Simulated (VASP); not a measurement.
## BAs: single point with PBE

Crystal: BAs.

```
B As
1.0
     0.00000    2.32011    2.32011
     2.32011    0.00000    2.32011
     2.32011    2.32011    0.00000
B As
1 1
Direct
  0.00000 0.00000 0.00000
  0.25000 0.25000 0.25000
```

This cell differs from its parent crystal: strain -3.0%.

```
Program             : VASP 6.6.1
Task                : single point
Functional          : PBE
Potentials or basis : VASP PAW PBE potentials, release 64 (B, As)
Cutoff              : 520 eV
k mesh              : 6 × 6 × 6
Occupations         : gaussian, width 0.01 eV
Spin                : no spin polarisation
```

* Pressure: 18.6 GPa
* Band gap on the k mesh: 1.20 eV, indirect (least direct gap 3.39 eV)

Levels at points of the mesh, in eV from the valence-band top:
```csv
k point,band 2,band 3,band 4,band 5,band 6,band 7
"(0.00, 0.00, 0.00)",0.00,0.00,0.00,3.39,3.39,3.39
"(0.50, 0.00, 0.00)",-9.46,-1.98,-1.98,3.22,4.87,4.87
"(0.50, 0.50, 0.00)",-9.04,-4.46,-4.46,1.30,1.35,12.22
```

Run time: 4.2 s on 1 thread of Intel Xeon 6975P-C (shared host), peak memory 0.13 GiB.

Caveat: the cell differs from its parent crystal (strain -3.0%). A k mesh can miss the band edges.
